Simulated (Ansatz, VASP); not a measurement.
Two plane-wave programs on AlN

File INCAR:

```
SYSTEM = AlN
PREC = Accurate
ENCUT = 520
EDIFF = 1E-8
ISMEAR = -1
SIGMA = 0.02
LREAL = .FALSE.
LASPH = .TRUE.
NELM = 100
ALGO = Normal
ISIF = 2
LWAVE = .FALSE.
LCHARG = .FALSE.
GGA = CA
LEFG = .TRUE.
NBANDS = 11
```

Contents of KPOINTS:

```
regular mesh
0
G
  10 10 10
  0 0 0
```

POSCAR

```
AlN
1.0
    0.0000000000      1.9713845660      1.9713845660
    1.9713845660      0.0000000000      1.9713845660
    1.9713845660      1.9713845660      0.0000000000
Al N
1 1
Direct
    0.0000000000      0.0000000000      0.0000000000
    0.5000000000      0.5000000000      0.5000000000
```

Input for Ansatz:

```yaml
crystal:
  lattice:
    - [0.0, 1.971384566, 1.971384566]
    - [1.971384566, 0.0, 1.971384566]
    - [1.971384566, 1.971384566, 0.0]
  atoms:
    - { symbol: Al, position: [0.0, 0.0, 0.0] }
    - { symbol: "N", position: [0.5, 0.5, 0.5] }
kpoints:
  mp_grid: { grid: [10, 10, 10] }
scf:
  occupations: { method: fermi_dirac, width: 0.02 }
hamiltonian:
  xc: lda
  pseudopotentials: { kind: paw }
output:
  forces: true
  stress: true
  eigenvalues: true
  efg: { contact_densities: true }
```

Change from the starting cell: volume scaled by 0.99, PAW files.

Alike in both runs: task electric field gradients; functional LDA; k mesh 10 × 10 × 10; occupations fermi-dirac, width 0.02 eV; no spin polarisation.

```csv
,VASP,Ansatz
version,VASP 6.6.1,Ansatz 0.2.0
potentials or method,"VASP PAW LDA potentials, release 64 (Al, N)","PAW with Ansatz's default frozen-core files, scalar-relativistic"
plane-wave cutoff (eV),520,420
valence electrons in the cell,8,8
```

|  | VASP | Ansatz | Ansatz less VASP |
| --- | --- | --- | --- |
| gap on the k mesh at the Fermi level (eV) | 5.05 | 5.05 | +0.001 |
| pressure (GPa) | 16.6 | 15.8 | -0.83 |

LDA's correlation is that of Perdew and Zunger in VASP and of Perdew and Wang (1992) in Ansatz.
